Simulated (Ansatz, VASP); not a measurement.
Al13Ni3 in VASP and in Ansatz

INCAR

```
SYSTEM = Al13Ni3
  PREC = Accurate
  ENCUT = 520
  EDIFF = 1E-6
  ISMEAR = 0
  SIGMA = 0.1
  LREAL = Auto
  LASPH = .TRUE.
  NELM = 100
  ALGO = Normal
  ISIF = 2
  LWAVE = .FALSE.
  LCHARG = .FALSE.
  GGA = PE
  NBANDS = 48
```

KPOINTS

```
Automatic mesh
0
G
  5 5 5
  0 0 0
```

POSCAR

```
Al13Ni3
1.0
    6.5379390000     -0.0439090000      0.0310900000
   -0.0439090000      6.2784540000      0.1390980000
    0.0310900000      0.1390980000      6.2744200000
Al Ni
13 3
Direct
    0.6124206508      0.9575671072      0.0403703632
    0.0774049213      0.4378116215      0.8780657918
    0.0763245703      0.1198142204      0.5609303125
    0.2604646670      0.1628089130      0.1731055781
    0.4896761530      0.5141297890      0.9984946006
    0.4868382617      0.9952552126      0.4858465018
    0.8307047078      0.2772706749      0.2245887396
    0.0626631010      0.7697590912      0.2384239163
    0.3289325259      0.4876787599      0.5093589693
    0.6635753116      0.6476334637      0.3495135042
    0.7164041514      0.2826951894      0.7144642487
    0.2578593554      0.8258177926      0.8410802322
    0.8306609638      0.7719473141      0.7217688898
    0.9686938024      0.0533751093      0.9455364753
    0.9621871131      0.4950469827      0.5022010905
    0.3716989517      0.1938312592      0.8041126029
```

Input for Ansatz:

```yaml
crystal:
  lattice:
    - [6.537939, -0.043909, 0.03109]
    - [-0.043909, 6.278454, 0.139098]
    - [0.03109, 0.139098, 6.27442]
  atoms:
    - { symbol: Al, position: [0.6124206508, 0.9575671072, 0.0403703632] }
    - { symbol: Al, position: [0.0774049213, 0.4378116215, 0.8780657918] }
    - { symbol: Al, position: [0.0763245703, 0.1198142204, 0.5609303125] }
    - { symbol: Al, position: [0.260464667, 0.162808913, 0.1731055781] }
    - { symbol: Al, position: [0.489676153, 0.514129789, 0.9984946006] }
    - { symbol: Al, position: [0.4868382617, 0.9952552126, 0.4858465018] }
    - { symbol: Al, position: [0.8307047078, 0.2772706749, 0.2245887396] }
    - { symbol: Al, position: [0.062663101, 0.7697590912, 0.2384239163] }
    - { symbol: Al, position: [0.3289325259, 0.4876787599, 0.5093589693] }
    - { symbol: Al, position: [0.6635753116, 0.6476334637, 0.3495135042] }
    - { symbol: Al, position: [0.7164041514, 0.2826951894, 0.7144642487] }
    - { symbol: Al, position: [0.2578593554, 0.8258177926, 0.8410802322] }
    - { symbol: Al, position: [0.8306609638, 0.7719473141, 0.7217688898] }
    - { symbol: Ni, position: [0.9686938024, 0.0533751093, 0.9455364753] }
    - { symbol: Ni, position: [0.9621871131, 0.4950469827, 0.5022010905] }
    - { symbol: Ni, position: [0.3716989517, 0.1938312592, 0.8041126029] }
basis:
  ecutwfc: 420
kpoints:
  mp_grid: { grid: [5, 5, 5] }
hamiltonian:
  xc: pbe
scf:
  occupations: { method: gaussian, width: 0.1 }
  n_extra_bands: 8
output:
  forces: true
  stress: true
  eigenvalues: true
  populations: true
  dos:
    method: { smearing: { sigma: 0.1, scheme: gaussian } }
    projected: true
    de: 0.02
  write_density: true
  write_potential: true
  elf: true
  volumetric_format: npy
```

Alike in both runs: task single point; functional PBE; k mesh 5 × 5 × 5; occupations gaussian, width 0.1 eV; no spin polarisation.

|  | VASP | Ansatz |
| --- | --- | --- |
| version | VASP 6.6.1 | Ansatz 0.2.0 |
| potentials or method | VASP PAW PBE potentials, release 64 (Al, Ni), cutoff 520 eV | scalar-relativistic, plane waves, PAW |
| valence electrons in the cell | 69 | 93 |

```csv
,VASP,Ansatz,Ansatz less VASP
gap on the k mesh at the Fermi level (eV),none,none,-
pressure (GPa),0.2,0.2,+0.01
"traceless stress, the component that is largest in VASP (GPa)",1.61,1.61,-0.001
rms of the force components (eV/Å),0.050,0.050,+0.0002
```

Atom by atom the forces differ by 0.003 eV/Å (rms over components). A gap of «none» marks a metal or a gap that the smearing closes. VASP's potentials hold 69 valence electrons a cell and Ansatz's 93, so a difference there can come from the potentials and not from the codes.
